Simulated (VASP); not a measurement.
# GdO (F-43m) in VASP: settings compared

GdO is run at these levels: PBEsol, LDA; tasks: single point.

Everything below comes from runs of VASP 6.6.1. Logs are shortened: lines on timing, memory, paths and dates and some standing lists are left out, and cuts for length are marked.

### Step 1. The cell of the first run

Symmetry: F-43m, No. 216, cubic system. Conventional cell: a = 5.400 Å, b = 5.400 Å, c = 5.400 Å, α = 90.00°, β = 90.00°, γ = 90.00°. Gd (site symmetry -43m) has 4 O at 2.34 Å within 3.1 Å. O (site symmetry -43m) has 4 Gd at 2.34 Å within 3.1 Å.

### Step 2. Single point, PBEsol, collinear spin, ferromagnetic start

INCAR

```
SYSTEM = GdO
ALGO = Normal
EDIFF = 1E-7
ENCUT = 520
GGA = PS
ISIF = 2
ISMEAR = -1
ISPIN = 2
LASPH = .TRUE.
LCHARG = .FALSE.
LMAXMIX = 6
LORBIT = 11
LREAL = .FALSE.
LWAVE = .FALSE.
MAGMOM = -5.69 0
NBANDS = 23
NELM = 150
PREC = Accurate
SIGMA = 0.05
```

KPOINTS

```
k-points
0
G
  9 9 9
  0 0 0
```

POSCAR

```
GdO
1.0
    0.0000000000      2.7000000000      2.7000000000
    2.7000000000      0.0000000000      2.7000000000
    2.7000000000      2.7000000000      0.0000000000
Gd O
1 1
Direct
    0.0000000000      0.0000000000      0.0000000000
    0.7500000000      0.7500000000      0.7500000000
```

Potentials or basis: VASP PAW PBE potentials, release 64 (Gd, O).

Command:

```bash
$ cat potpaw_PBE.64/Gd/POTCAR potpaw_PBE.64/O/POTCAR > POTCAR
$ mpirun -np 1 vasp_std > vasp.out
```

OUTCAR:

```text
SYSTEM = GdO
   EDIFF = 1E-7
   ENCUT = 520
   GGA = PS
   ISIF = 2
   ISMEAR = -1
   ISPIN = 2
   LASPH = .TRUE.
   LORBIT = 11
   LREAL = .FALSE.
   NELM = 150
   PREC = Accurate

 ion  position               nearest neighbor table
   1  0.000  0.000  0.000-   2 2.34   2 2.34   2 2.34   2 2.34
   2  0.750  0.750  0.750-   1 2.34   1 2.34   1 2.34   1 2.34

  LATTYP: Found a face centered cubic cell.
 ALAT       =     5.4000000000

  Lattice vectors:

 A1 = (   0.0000000000,   2.7000000000,   2.7000000000)
 A2 = (   2.7000000000,   0.0000000000,   2.7000000000)
 A3 = (   2.7000000000,   2.7000000000,   0.0000000000)

Analysis of symmetry for initial positions (statically):
=====================================================================
 Subroutine PRICEL returns:
 Original cell was already a primitive cell.

 Routine SETGRP: Setting up the symmetry group for a
 face centered cubic supercell.

 Subroutine GETGRP returns: Found 24 space group operations
 (whereof 24 operations were pure point group operations)
 out of a pool of 48 trial point group operations.

The static configuration has the point symmetry T_d .

Analysis of symmetry for dynamics (positions and initial velocities):
=====================================================================
 Subroutine PRICEL returns:
 Original cell was already a primitive cell.

 Routine SETGRP: Setting up the symmetry group for a
 face centered cubic supercell.

 Subroutine GETGRP returns: Found 24 space group operations
 (whereof 24 operations were pure point group operations)
 out of a pool of 48 trial point group operations.

The dynamic configuration has the point symmetry T_d .

Analysis of structural, dynamic, and magnetic symmetry:
=====================================================================
 Subroutine PRICEL returns:
 Original cell was already a primitive cell.

 Routine SETGRP: Setting up the symmetry group for a
 face centered cubic supercell.

 Subroutine GETGRP returns: Found 24 space group operations
 (whereof 24 operations were pure point group operations)
 out of a pool of 48 trial point group operations.

The overall configuration has the point symmetry T_d .

 Subroutine INISYM returns: Found 24 space group operations
 (whereof 24 operations are pure point group operations),
 and found     1 'primitive' translations

----------------------------------------------------------------------------------------
[... 115 lines left out ...]
  Fermi-wavevector in a.u.,A,eV,Ry     =   1.388156  2.623234 26.218100  1.926976
  Thomas-Fermi vector in A             =   2.512309
   LORBIT       =     11    0 simple, 1 ext, 2 COOP (PROOUT), +10 PAW based schemes
   GGA     = PS    functional components
   LHFCALC =     F    Hartree Fock is set to
   AEXX    =    0.0000 exact exchange contribution
   IVDW    =     0    specifies the selected vdW correction
   LEPSILON=     F    determine dielectric tensor
   LRPA    =     F    only Hartree local field effects (RPA)
 spin polarized calculation
  energy-cutoff  :      520.00
  volume of cell :       39.37
 maximum number of plane-waves:      1070
   NGX = 15   NGY = 15   NGZ = 15

 number of electron      23.9999989 magnetization      -7.5197925

 Free energy of the ion-electron system (eV)
  ---------------------------------------------------
  ext. energy  EPLUGINS =         0.00000000
  ---------------------------------------------------
  free energy    TOTEN  =       -22.69567059 eV

  energy without entropy =      -22.67896946  energy(sigma->0) =      -22.68732003

 E-fermi :   3.9516     XC(G=0): -10.2968

 val. band max:        3.9195835108   @ k =   0.3333   0.2222   0.0000
 cond. band min:       3.9885873401   @ k =   0.3333   0.2222   0.0000
 fundamental gap:      0.0690038292
 Fermi energy:         3.9515805651

 spin component 1

 k-point     1 :       0.0000    0.0000    0.0000
  band No.  band energies     occupation
      1     -38.3777      1.00000
      2     -16.4751      1.00000
      3     -16.4751      1.00000
      4     -16.4751      1.00000
      5     -15.3931      1.00000
      6      -1.6478      1.00000
[... 613 lines left out ...]
     22      14.5290      0.00000
     23      15.2730      0.00000

 [... further k-points ...]

 spin component 2

 k-point     1 :       0.0000    0.0000    0.0000
  band No.  band energies     occupation
      1     -41.5152      1.00000
      2     -18.7971      1.00000
      3     -18.7971      1.00000
      4     -18.7971      1.00000
      5     -15.4316      1.00000
      6      -2.0002      1.00000
[... 613 lines left out ...]
     22      13.2154      0.00000
     23      14.1780      0.00000

 [... further k-points ...]

------------------------ aborting loop because EDIFF is reached ----------------------------------------

  FORCE on cell =-STRESS in cart. coord.  units (eV):
  Direction    XX          YY          ZZ          XY          YZ          ZX
  --------------------------------------------------------------------------------------
  -------------------------------------------------------------------------------------
  Total       -1.0872725     -1.0872725     -1.0872725      0.0000000     -0.0000000      0.0000000
  in kB      -44.2514690    -44.2514690    -44.2514690      0.0000000     -0.0000000      0.0000000
  external PRESSURE =     -44.2514690 kB  Pullay stress =       0.0000000 kB

 VOLUME and BASIS-vectors are now :
 -----------------------------------------------------------------------------
  energy-cutoff  :      520.00
  volume of cell :       39.37
      direct lattice vectors                 reciprocal lattice vectors
     0.000000000  2.700000000  2.700000000    -0.185185185  0.185185185  0.185185185
     2.700000000  0.000000000  2.700000000     0.185185185 -0.185185185  0.185185185
     2.700000000  2.700000000  0.000000000     0.185185185  0.185185185 -0.185185185

 POSITION                                       TOTAL-FORCE (eV/Angst)
 -----------------------------------------------------------------------------------
      0.00000      0.00000      0.00000        -0.000000     -0.000000     -0.000000
      4.05000      4.05000      4.05000         0.000000      0.000000      0.000000
 -----------------------------------------------------------------------------------
    total drift:                               -0.000000     -0.000000     -0.000000

  FREE ENERGIE OF THE ION-ELECTRON SYSTEM (eV)
  ---------------------------------------------------
  free  energy   TOTEN  =       -22.6956705881 eV

  energy  without entropy=      -22.6789694631  energy(sigma->0) =      -22.68732003

 total charge

# of ion       s       p       d       f       tot
--------------------------------------------------
    1        2.031   5.615   0.477   7.076  15.199
    2        1.564   3.406   0.000   0.000   4.970
--------------------------------------------------
tot          3.595   9.021   0.477   7.076  20.169

 magnetization (x)

# of ion       s       p       d       f       tot
--------------------------------------------------
    1       -0.002   0.049  -0.177  -6.736  -6.866
    2       -0.002   0.030   0.000   0.000   0.028
--------------------------------------------------
tot         -0.003   0.078  -0.177  -6.736  -6.838
```

OSZICAR:

```text
N       E                     dE             d eps       ncg     rms          rms(c)
DAV:   1     0.151143339682E+03    0.15114E+03   -0.86198E+03  4593   0.526E+03
DAV:   2    -0.106746030190E+01   -0.15221E+03   -0.13253E+03  4636   0.455E+02
DAV:   3    -0.203618817806E+02   -0.19294E+02   -0.18872E+02  4812   0.118E+02
[... 12 lines left out ...]
DAV:  16    -0.226956949059E+02   -0.95093E-05   -0.24621E-04  5726   0.176E-01    0.396E-01
DAV:  17    -0.226956644796E+02    0.30426E-04   -0.14029E-04  4703   0.657E-01    0.291E-01
DAV:  18    -0.226956713622E+02   -0.68826E-05   -0.41692E-05  5280   0.160E-01    0.542E-02
DAV:  19    -0.226956704481E+02    0.91413E-06   -0.17624E-05  5220   0.152E-01    0.103E-01
DAV:  20    -0.226956705778E+02   -0.12975E-06   -0.19970E-06  5756   0.220E-02    0.942E-02
DAV:  21    -0.226956705881E+02   -0.10309E-07   -0.49773E-07  4287   0.105E-02
   1 F= -.22695671E+02 E0= -.22687320E+02  d E =-.167011E-01  mag=    -7.5197
```

Wall time 1.8 min (1 thread of Intel Xeon Platinum 8259CL at 2.50GHz (Skylake/Cascade Lake), shared host); peak memory 0.21 GiB.

Results:

- Free energy: -22.6957 eV
- Pressure: -4.4 GPa
- Net moment: -7.52 μB per cell
- Site moments: Gd -6.87; O +0.03 μB
- Valence electrons inside the program's atomic spheres: Gd 15.20; O 4.97

Levels at points of the mesh, in eV from the Fermi level:
Spin up:
| k point | band 5 | band 6 | band 7 | band 8 | band 9 | band 10 | band 11 | band 12 |
| --- | --- | --- | --- | --- | --- | --- | --- | --- |
| (0.00, 0.00, 0.00) | -19.34 | -5.60 | -5.60 | -5.60 | -1.51 | 0.41 | 0.41 | 0.41 |
Spin down:
| k point | band 13 | band 14 | band 15 | band 16 | band 17 | band 18 | band 19 | band 20 |
| --- | --- | --- | --- | --- | --- | --- | --- | --- |
| (0.00, 0.00, 0.00) | -4.57 | -4.57 | -4.57 | -2.20 | 2.52 | 2.52 | 4.52 | 4.52 |

Caveat: the cell stands under tension; the PAW data sets were made with another functional, which shifts forces and pressure a little; spin-orbit coupling is left out, which moves the levels of the heavy elements; a cell with one magnetic atom can't hold antiferromagnetic order, which such compounds often take; semilocal functionals describe open f shells poorly, which spoils levels, moments and volumes. With open d or f shells a metallic result of PBEsol can be an artefact of self-interaction; +U or a hybrid may open a gap.

### Step 3. Single point, PBEsol, collinear spin, ferromagnetic start

INCAR

```
  ALGO = Normal
  EDIFF = 1E-6
  ENCUT = 520
  GGA = PS
  ISIF = 2
  ISMEAR = -1
  ISPIN = 2
  LASPH = True
  LCHARG = True
  LELF = True
  LMAXMIX = 6
  LORBIT = 11
  LREAL = False
  LVHAR = True
  LWAVE = False
  MAGMOM = 8.5 0
  NBANDS = 23
  NELM = 150
  PREC = Accurate
  SIGMA = 0.05
```

KPOINTS

```
k-points
0
Gamma
  9 9 9
```

POSCAR is that of step 2.

Potentials or basis: VASP PAW PBE potentials, release 64 (Gd, O).

Command:

```bash
$ cat potpaw_PBE.64/Gd/POTCAR potpaw_PBE.64/O/POTCAR > POTCAR
$ mpirun -np 1 vasp_std > vasp.out
```

OUTCAR:

```text
EDIFF = 1E-6
   ENCUT = 520
   GGA = PS
   ISIF = 2
   ISMEAR = -1
   ISPIN = 2
   LASPH = True
   LORBIT = 11
   LREAL = False
   NELM = 150
   PREC = Accurate

 ion  position               nearest neighbor table
   1  0.000  0.000  0.000-   2 2.34   2 2.34   2 2.34   2 2.34
   2  0.750  0.750  0.750-   1 2.34   1 2.34   1 2.34   1 2.34

  LATTYP: Found a face centered cubic cell.
 ALAT       =     5.4000000000

  Lattice vectors:

 A1 = (   0.0000000000,   2.7000000000,   2.7000000000)
 A2 = (   2.7000000000,   0.0000000000,   2.7000000000)
 A3 = (   2.7000000000,   2.7000000000,   0.0000000000)

Analysis of symmetry for initial positions (statically):
=====================================================================
 Subroutine PRICEL returns:
 Original cell was already a primitive cell.

 Routine SETGRP: Setting up the symmetry group for a
 face centered cubic supercell.

 Subroutine GETGRP returns: Found 24 space group operations
[... 1437 lines left out ...]
     23      15.2731      0.00000

 [... further k-points ...]

------------------------ aborting loop because EDIFF is reached ----------------------------------------

  FORCE on cell =-STRESS in cart. coord.  units (eV):
  Direction    XX          YY          ZZ          XY          YZ          ZX
  --------------------------------------------------------------------------------------
  -------------------------------------------------------------------------------------
  Total       -1.0708575     -1.0708575     -1.0708575     -0.0000000      0.0000000      0.0000000
  in kB      -43.5833875    -43.5833875    -43.5833875     -0.0000000      0.0000000      0.0000000
  external PRESSURE =     -43.5833875 kB  Pullay stress =       0.0000000 kB

 VOLUME and BASIS-vectors are now :
 -----------------------------------------------------------------------------
  energy-cutoff  :      520.00
  volume of cell :       39.37
      direct lattice vectors                 reciprocal lattice vectors
     0.000000000  2.700000000  2.700000000    -0.185185185  0.185185185  0.185185185
     2.700000000  0.000000000  2.700000000     0.185185185 -0.185185185  0.185185185
     2.700000000  2.700000000  0.000000000     0.185185185  0.185185185 -0.185185185

 POSITION                                       TOTAL-FORCE (eV/Angst)
 -----------------------------------------------------------------------------------
      0.00000      0.00000      0.00000        -0.000000     -0.000000     -0.000000
      4.05000      4.05000      4.05000         0.000000      0.000000      0.000000
 -----------------------------------------------------------------------------------
    total drift:                               -0.000000     -0.000000     -0.000000

  FREE ENERGIE OF THE ION-ELECTRON SYSTEM (eV)
  ---------------------------------------------------
  free  energy   TOTEN  =       -22.6956704764 eV

  energy  without entropy=      -22.6789545193  energy(sigma->0) =      -22.68731250

 total charge

# of ion       s       p       d       f       tot
--------------------------------------------------
    1        2.031   5.615   0.477   7.076  15.199
    2        1.564   3.406   0.000   0.000   4.970
--------------------------------------------------
tot          3.595   9.021   0.477   7.076  20.169

 magnetization (x)

# of ion       s       p       d       f       tot
--------------------------------------------------
    1        0.002  -0.049   0.177   6.736   6.866
    2        0.002  -0.030   0.000   0.000  -0.028
--------------------------------------------------
tot          0.003  -0.078   0.177   6.736   6.838
```

OSZICAR:

```text
N       E                     dE             d eps       ncg     rms          rms(c)
DAV:   1     0.155523740380E+03    0.15552E+03   -0.86691E+03  4572   0.532E+03
DAV:   2    -0.913251005045E+00   -0.15644E+03   -0.13448E+03  4642   0.472E+02
DAV:   3    -0.206156948356E+02   -0.19702E+02   -0.19318E+02  4656   0.119E+02
[... 12 lines left out ...]
DAV:  16    -0.226956830810E+02   -0.67359E-04   -0.38616E-04  5759   0.587E-01    0.271E-01
DAV:  17    -0.226956886516E+02   -0.55706E-05   -0.93185E-05  5569   0.104E-01    0.187E-01
DAV:  18    -0.226956699859E+02    0.18666E-04   -0.58821E-05  4716   0.345E-01    0.123E-01
DAV:  19    -0.226956695184E+02    0.46743E-06   -0.25252E-05  5274   0.167E-01    0.448E-02
DAV:  20    -0.226956710829E+02   -0.15645E-05   -0.76882E-06  4107   0.108E-01    0.277E-02
DAV:  21    -0.226956704764E+02    0.60651E-06   -0.13025E-06  2701   0.577E-02
   1 F= -.22695670E+02 E0= -.22687312E+02  d E =-.167160E-01  mag=     7.5196
```

It took 1.8 min on 1 thread of Intel Xeon Platinum 8259CL at 2.50GHz (Skylake/Cascade Lake), shared host; peak memory 0.21 GiB.

Results:

```
Free energy                                           : -22.6957 eV
Pressure                                              : -4.4 GPa
Net moment                                            : 7.52 μB per cell
Site moments                                          : Gd +6.87; O -0.03 μB
Valence electrons inside the program's atomic spheres : Gd 15.20; O 4.97
```

Caveat: the cell stands under tension; the PAW data sets were made with another functional, which shifts forces and pressure a little; spin-orbit coupling is left out, which moves the levels of the heavy elements; a cell with one magnetic atom can't hold antiferromagnetic order, which such compounds often take; semilocal functionals describe open f shells poorly, which spoils levels, moments and volumes. The state reached can hang on the start; a lower one may exist.

(Part 1 of 2 ends here.)
